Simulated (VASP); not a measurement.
Set up this calculation in VASP 6.6.1, as the native input.

| Item | Value |
| --- | --- |
| Task | single point |
| Functional | LDA |
| Potentials or basis | VASP PAW LDA potentials, release 64 (Pt) |
| Cutoff | 520 eV |
| k mesh | 21 × 21 × 10 |
| Occupations | gaussian, width 0.15 eV |
| Spin | collinear spin, ferromagnetic start |
| Starting moments | [0.35, 0.35] μB |
| Fixed moment | 0.7 μB |
| Dipole correction | no |
| Further INCAR settings | ALGO = Fast; EDIFF = 1e-06; NBANDS = 21 |

The structure of Pt lies in POSCAR:

```
Pt
1.0
    2.6670688980      0.0000000000      0.0000000000
   -1.3335344490      2.3097494193      0.0000000000
    0.0000000000      0.0000000000      4.6053244732
Pt
2
Direct
    0.6666666667      0.3333333333      0.7500000000
    0.3333333333      0.6666666667      0.2500000000
```

The input as run:

INCAR

```
SYSTEM = Pt
ALGO     = Fast           ! electronic algorithm
EDIFF    = 1E-6           ! SCF threshold, eV
ENCUT    = 520            ! plane-wave cutoff, eV
ISIF     = 2              ! what is computed and relaxed
ISMEAR   = 0              ! smearing method
ISPIN    = 2              ! spin polarisation
LASPH    = .True.         ! aspherical terms in the spheres
LCHARG   = .False.        ! write CHGCAR
LMAXMIX  = 4              ! l up to which the mixer works
LORBIT   = 11             ! projections on sites
LREAL    = .False.        ! projectors in reciprocal space
LWAVE    = .False.        ! write WAVECAR
MAGMOM   = 0.35 0.35      ! initial moments
NBANDS   = 21             ! bands
NELM     = 150            ! most SCF steps
NUPDOWN  = 0.7            ! fixed moment
PREC     = Accurate       ! precision mode
SIGMA    = 0.15           ! smearing width, eV
```

KPOINTS

```
k-points
0
Gamma
  21 21 10
  0 0 0
```

Potentials or basis: VASP PAW LDA potentials, release 64 (Pt).

Launch:

```bash
$ cat potpaw_LDA.64/Pt/POTCAR > POTCAR
$ mpirun -np 1 vasp_std > vasp.out
```

Results of the run:

The pressure is 17.6 GPa. The net moment is 0.70 μB per cell, the site moments are Pt +0.34 μB and the valence electrons inside the program's atomic spheres are Pt 9.49.

Caveat: the total moment is fixed, so each spin has its own Fermi level.

It took 2.3 min on 1 thread of Intel(R) Xeon(R) Platinum 8488C (Sapphire Rapids), on a shared host, peak memory 0.32 GiB.
